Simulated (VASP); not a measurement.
# MgS (Fm-3m) in VASP: notebook

MgS is run at these levels: PBE; tasks: electric field gradients, dielectric tensor.

Program: VASP 6.6.1. These are calculated values, not measurements. Logs are shortened: lines on timing, memory, paths and dates and some standing lists are left out, and cuts for length are marked.

## 1. The cell of the first run

Symmetry: Fm-3m, No. 225, cubic system. The conventional cell has a = 5.209 Å, b = 5.209 Å, c = 5.209 Å, α = 90.00°, β = 90.00°, γ = 90.00°. Mg (site symmetry m-3m) has 6 S at 2.60 Å within 3.4 Å. Within 3.4 Å of S (site symmetry m-3m) lie 6 Mg at 2.60 Å.

## 2. Electric field gradients, PBE

File INCAR:

```
PREC     = Accurate       # precision mode
ENCUT    = 520            # plane-wave cutoff, eV
EDIFF    = 1E-8           # SCF threshold, eV
ISMEAR   = -1             # smearing method
SIGMA    = 0.02           # smearing width, eV
LREAL    = F              # projectors in reciprocal space
LASPH    = T              # aspherical terms in the spheres
NELM     = 120            # most SCF steps
ALGO     = Normal         # electronic algorithm
ISIF     = 2              # what is computed and relaxed
LWAVE    = F              # write WAVECAR
LCHARG   = F              # write CHGCAR
GGA      = PE             # functional
LEFG     = T            
NBANDS   = 11             # bands
GGA_COMPAT= F
```

File KPOINTS:

```
Automatic mesh
0
Gamma
  9 9 9
```

File POSCAR:

```
MgS
1.0
    0.0000000000      2.6043975556      2.6043975556
    2.6043975556      0.0000000000      2.6043975556
    2.6043975556      2.6043975556      0.0000000000
Mg S
1 1
Direct
    0.0000000000      0.0000000000      0.0000000000
    0.5000000000      0.5000000000      0.5000000000
```

Potentials or basis: VASP PAW PBE potentials, release 64 (Mg, S).

The run is started by

```bash
$ cat potpaw_PBE.64/Mg/POTCAR potpaw_PBE.64/S/POTCAR > POTCAR
$ mpirun -np 1 vasp_std > vasp.out
```

OUTCAR:

```text
PREC = Accurate
   ENCUT = 520
   EDIFF = 1E-8
   ISMEAR = -1
   LREAL = F
   LASPH = T
   NELM = 120
   ISIF = 2
   GGA = PE

 ion  position               nearest neighbor table
   1  0.000  0.000  0.000-   2 2.60   2 2.60   2 2.60   2 2.60   2 2.60   2 2.60
   2  0.500  0.500  0.500-   1 2.60   1 2.60   1 2.60   1 2.60   1 2.60   1 2.60

  LATTYP: Found a face centered cubic cell.
 ALAT       =     5.2087951112

  Lattice vectors:

 A1 = (   0.0000000000,   2.6043975556,   2.6043975556)
 A2 = (   2.6043975556,   0.0000000000,   2.6043975556)
 A3 = (   2.6043975556,   2.6043975556,   0.0000000000)

Analysis of symmetry for initial positions (statically):
=====================================================================
 Subroutine PRICEL returns:
 Original cell was already a primitive cell.

 Routine SETGRP: Setting up the symmetry group for a
 face centered cubic supercell.

 Subroutine GETGRP returns: Found 48 space group operations
 (whereof 48 operations were pure point group operations)
 out of a pool of 48 trial point group operations.

The static configuration has the point symmetry O_h .

Analysis of symmetry for dynamics (positions and initial velocities):
=====================================================================
 Subroutine PRICEL returns:
 Original cell was already a primitive cell.

 Routine SETGRP: Setting up the symmetry group for a
 face centered cubic supercell.

 Subroutine GETGRP returns: Found 48 space group operations
 (whereof 48 operations were pure point group operations)
 out of a pool of 48 trial point group operations.

The dynamic configuration has the point symmetry O_h .

 Subroutine INISYM returns: Found 48 space group operations
 (whereof 48 operations are pure point group operations),
 and found     1 'primitive' translations

----------------------------------------------------------------------------------------

                                     Primitive cell

  volume of cell :      35.3307

  direct lattice vectors                    reciprocal lattice vectors
     0.000000000  2.604397556  2.604397556    -0.191982979  0.191982979  0.191982979
     2.604397556  0.000000000  2.604397556     0.191982979 -0.191982979  0.191982979
     2.604397556  2.604397556  0.000000000     0.191982979  0.191982979 -0.191982979

  length of vectors
     3.683174345  3.683174345  3.683174345     0.332524273  0.332524273  0.332524273

  position of ions in fractional coordinates (direct lattice)
     0.000000000  0.000000000  0.000000000
     0.500000000  0.500000000  0.500000000

  ion indices of the primitive-cell ions
   primitive index   ion index
                 1           1
                 2           2

----------------------------------------------------------------------------------------

 KPOINTS: Automatic mesh

Automatic generation of k-mesh.
 Grid dimensions read from file:
 generate k-points for:    9    9    9

 Generating k-lattice:

  Cartesian coordinates                     Fractional coordinates (reciprocal lattice)
    -0.021331442  0.021331442  0.021331442     0.111111111  0.000000000  0.000000000
     0.021331442 -0.021331442  0.021331442     0.000000000  0.111111111  0.000000000
     0.021331442  0.021331442 -0.021331442     0.000000000  0.000000000  0.111111111

  Length of vectors
     0.036947141  0.036947141  0.036947141

  Shift w.r.t. Gamma in fractional coordinates (k-lattice)
     0.000000000  0.000000000  0.000000000

 Subroutine IBZKPT returns following result:
 ===========================================

 Found     35 irreducible k-points:

 Following reciprocal coordinates:
            Coordinates               Weight
  0.000000  0.000000  0.000000      1.000000
  0.111111  0.000000  0.000000      8.000000
  0.222222  0.000000  0.000000      8.000000
  0.333333  0.000000  0.000000      8.000000
  0.444444  0.000000  0.000000      8.000000
  0.111111  0.111111  0.000000      6.000000
[... 16 lines left out ...]
 -0.333333  0.333333  0.000000     12.000000
  0.444444  0.444444  0.000000      6.000000
 [... further k-points ...]
   k-points           NKPTS =     35   k-points in BZ     NKDIM =     35   number of bands    NBANDS=     11
   number of dos      NEDOS =    301   number of ions     NIONS =      2
   total plane-waves  NPLWV =  21952
   dimension x,y,z NGX =    28 NGY =   28 NGZ =   28
   dimension x,y,z NGXF=    56 NGYF=   56 NGZF=   56
   ions per type =               1   1
   NGX,Y,Z   is equivalent  to a cutoff of  12.64, 12.64, 12.64 a.u.
   NGXF,Y,Z  is equivalent  to a cutoff of  25.28, 25.28, 25.28 a.u.
 SYSTEM =  unknown system
   PREC   = accura    normal or accurate (medium, high low for compatibility)
   ISTART =      0    job   : 0-new  1-cont  2-samecut
   ICHARG =      2    charge: 1-file 2-atom 10-const
   ISPIN  =      1    spin polarized calculation?
   LNONCOLLINEAR =      F non collinear calculations
   LSORBIT =      F    spin-orbit coupling
   LASPH  =      T    aspherical Exc in radial PAW
   ENCUT  =  520.0 eV  38.22 Ry    6.18 a.u.   6.85  6.85  6.85*2*pi/ulx,y,z
   NELM   =    120;   NELMIN=  2; NELMDL= -5     # of ELM steps
   EDIFF  = 0.1E-07   stopping-criterion for ELM
   LREAL  =      F    real-space projection
   EDIFFG = 0.1E-06   stopping-criterion for IOM
   NSW    =      0    number of steps for IOM
   IBRION =     -1    ionic relax: 0-MD 1-quasi-New 2-CG
   NFREE  =      0    steps in history (QN), initial steepest desc. (CG)
   ISIF   =      2    stress and relaxation
   ISYM   =      2    0-nonsym 1-usesym 2-fastsym
   POTIM  = 0.5000    time-step for ionic-motion
   TEBEG  =    0.0;   TEEND  =   0.0 temperature during run
   PSTRESS=    0.0 pullay stress
   NELECT =       8.0000    total number of electrons
   NUPDOWN=      -1.0000    fix difference up-down
   EMIN   =  10.00;   EMAX   =-10.00  energy-range for DOS
   EFERMI =   0.00;   METHOD = LEGACY
   ISMEAR =    -1;   SIGMA  =   0.02  broadening in eV -4-tet -1-fermi 0-gaus
   EFERMI_NEDOS =   21; number of points for ismear=-14 and -15
   IALGO  =     38    algorithm
   IMIX   =      4    mixing-type and parameters
     AMIX     =   0.40;   BMIX     =  1.00
     AMIX_MAG =   1.60;   BMIX_MAG =  1.00
  volume/ion in A,a.u.               =      17.67       119.21
  Fermi-wavevector in a.u.,A,eV,Ry     =   0.997825  1.885615 13.546695  0.995654
  Thomas-Fermi vector in A             =   2.130007
   LORBIT       =      0    0 simple, 1 ext, 2 COOP (PROOUT), +10 PAW based schemes
   GGA     = PE    functional components
   LHFCALC =     F    Hartree Fock is set to
   AEXX    =    0.0000 exact exchange contribution
   IVDW    =     0    specifies the selected vdW correction
   LEPSILON=     F    determine dielectric tensor
   LRPA    =     F    only Hartree local field effects (RPA)
 non-spin polarized calculation
  energy-cutoff  :      520.00
  volume of cell :       35.33
 maximum number of plane-waves:       963
   NGX = 13   NGY = 13   NGZ = 13

 number of electron       8.0000000 magnetization

 Free energy of the ion-electron system (eV)
  ---------------------------------------------------
  ext. energy  EPLUGINS =         0.00000000
  ---------------------------------------------------
  free energy    TOTEN  =        -8.50257199 eV

  energy without entropy =       -8.50257199  energy(sigma->0) =       -8.50257199

 E-fermi :   4.0706     XC(G=0):  -9.6752

 val. band max:        3.6967777356   @ k =   0.0000   0.0000   0.0000
 cond. band min:       6.5952472442   @ k =   0.4444   0.4444   0.0000
 fundamental gap:      2.8984695087
 Fermi energy:         4.0705514256

 k-point     1 :       0.0000    0.0000    0.0000
  band No.  band energies     occupation
      1      -8.9520      2.00000
      2       3.6968      2.00000
      3       3.6968      2.00000
      4       3.6968      2.00000
      5       7.3821      0.00000
      6      11.6535      0.00000
      7      11.6535      0.00000
      8      11.6535      0.00000
      9      14.0432      0.00000
     10      14.0432      0.00000
     11      16.2278      0.00000

 k-point     2 :       0.1111    0.0000    0.0000
  band No.  band energies     occupation
      1      -8.8328      2.00000
      2       2.8337      2.00000
      3       3.6162      2.00000
      4       3.6162      2.00000
      5       8.0646      0.00000
      6      11.3629      0.00000
      7      11.8672      0.00000
      8      11.8672      0.00000
      9      13.4778      0.00000
     10      13.4778      0.00000
     11      16.4462      0.00000
[... 295 lines left out ...]
 k-point    24 :       0.4444    0.4444    0.0000
  band No.  band energies     occupation
      1      -7.3516      2.00000
      2      -0.3845      2.00000
      3       2.0602      2.00000
      4       2.0602      2.00000
      5       6.5952      0.00000
      6       8.1645      0.00000
      7      15.3133      0.00000
      8      16.3912      0.00000
      9      16.6706      0.00000
     10      16.6706      0.00000
     11      19.9331      0.00000

 [... further k-points ...]
[... 5 lines left out ...]
  --------------------------------------------------------------------------------------
  -------------------------------------------------------------------------------------
  Total        0.1357296      0.1357296      0.1357296     -0.0000000      0.0000000      0.0000000
  in kB        6.1550754      6.1550754      6.1550754     -0.0000000      0.0000000      0.0000000
  external PRESSURE =       6.1550754 kB  Pullay stress =       0.0000000 kB

 VOLUME and BASIS-vectors are now :
 -----------------------------------------------------------------------------
  energy-cutoff  :      520.00
  volume of cell :       35.33
      direct lattice vectors                 reciprocal lattice vectors
     0.000000000  2.604397556  2.604397556    -0.191982979  0.191982979  0.191982979
     2.604397556  0.000000000  2.604397556     0.191982979 -0.191982979  0.191982979
     2.604397556  2.604397556  0.000000000     0.191982979  0.191982979 -0.191982979

 POSITION                                       TOTAL-FORCE (eV/Angst)
 -----------------------------------------------------------------------------------
      0.00000      0.00000      0.00000         0.000000      0.000000      0.000000
      2.60440      2.60440      2.60440        -0.000000     -0.000000      0.000000
 -----------------------------------------------------------------------------------
    total drift:                                0.000000      0.000000      0.000000

  FREE ENERGIE OF THE ION-ELECTRON SYSTEM (eV)
  ---------------------------------------------------
  free  energy   TOTEN  =        -8.5025719898 eV

  energy  without entropy=       -8.5025719898  energy(sigma->0) =       -8.50257199

 Electric field gradients (V/A^2)
---------------------------------------------------------------------
 ion       V_xx      V_yy      V_zz      V_xy      V_xz      V_yz
---------------------------------------------------------------------
   1      -0.000     0.000    -0.000     0.000     0.000     0.000
   2       0.000    -0.000     0.000    -0.000    -0.000    -0.000
---------------------------------------------------------------------

 Electric field gradients after diagonalization (V/A^2)
 (convention: |V_zz| > |V_xx| > |V_yy|)
----------------------------------------------------------------------
 ion       V_xx      V_yy      V_zz     asymmetry (V_yy - V_xx)/ V_zz
----------------------------------------------------------------------
   1      -0.000    -0.000     0.000       0.000
   2       0.000     0.000    -0.001       0.000
----------------------------------------------------------------------

           NMR quadrupolar parameters

 Cq : quadrupolar parameter    Cq=e*Q*V_zz/h
 eta: asymmetry parameters     (V_yy - V_xx)/ V_zz
 Q  : nuclear electric quadrupole moment in mb (millibarn)
----------------------------------------------------------------------
 ion       Cq(MHz)       eta       Q (mb)
----------------------------------------------------------------------
   1       0.000       0.000       1.000
   2      -0.000       0.000       1.000
----------------------------------------------------------------------
```

Run time: 6.9 s. Hardware: 1 thread of Intel Xeon 6975P-C (Granite Rapids), shared host; peak memory 0.16 GiB.

What came out:

```yaml
Free_energy: -8.5026 eV
Pressure: 0.6 GPa
Band_gap_on_the_k_mesh: 2.90 eV (least direct gap 3.69 eV)
Largest_electric_field_gradient_by_atom: zero within the noise of the run
```

Levels at points of the mesh, in eV from the valence-band top:
| k point | band 1 | band 2 | band 3 | band 4 | band 5 | band 6 | band 7 | band 8 |
| --- | --- | --- | --- | --- | --- | --- | --- | --- |
| (0.00, 0.00, 0.00) | -12.65 | 0.00 | 0.00 | 0.00 | 3.69 | 7.96 | 7.96 | 7.96 |

Caveat: an odd mesh through Γ misses points on the zone boundary, where band edges can lie.

(Continued in part 2 of 2.)
